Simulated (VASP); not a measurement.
Write the native input for VASP 6.6.1 that does the following.

```yaml
Task: single point
Functional: PBE
Potentials_or_basis: VASP PAW PBE potentials, release 64 (Pb_d, O)
Cutoff: 520 eV
k_mesh: 10 × 10 × 6
Occupations: gaussian, width 0.05 eV
Spin: no spin polarisation
Dipole_correction: no
Further_INCAR_settings: ALGO = Normal; EDIFF = 1e-06; NBANDS = 28
```

The structure of PbO lies in POSCAR:

```
PbO
1.0
    3.5605429859      0.0000000000      0.0000000000
   -1.7802714930      3.0835206771      0.0000000000
    0.0000000000      0.0000000000      6.2964162000
Pb O
2 2
Direct
    0.3333333333      0.6666666667      0.2500000000
    0.6666666667      0.3333333333      0.7500000000
    0.0000000000      0.0000000000      0.0000000000
    0.0000000000      0.0000000000      0.5000000000
```

One way to write it, as run:

INCAR

```
PREC = Accurate ; ENCUT = 520
EDIFF = 1E-6 ; ISMEAR = 0
SIGMA = 0.05 ; LREAL = False
LASPH = True ; NELM = 60
ALGO = Normal ; ISIF = 2
LWAVE = False ; LCHARG = True
GGA = PE ; LELF = True
LVHAR = True ; NBANDS = 28
```

KPOINTS

```
regular mesh
0
Gamma
  10 10 6
```

Potentials or basis: VASP PAW PBE potentials, release 64 (Pb_d, O).

Run with:

```bash
$ cat potpaw_PBE.64/Pb_d/POTCAR potpaw_PBE.64/O/POTCAR > POTCAR
$ mpirun -np 1 vasp_std > vasp.out
```

It gave:

```json
{
 "Pressure": "3.6 GPa",
 "Band gap on the k mesh": "0.05 eV"
}
```

Caveat: the cell stands under pressure; spin-orbit coupling is left out, which moves the levels of the heavy elements.

Run time: 2.3 min on 1 thread of Intel(R) Xeon(R) Platinum 8488C (Sapphire Rapids) (shared host), peak memory 0.24 GiB.
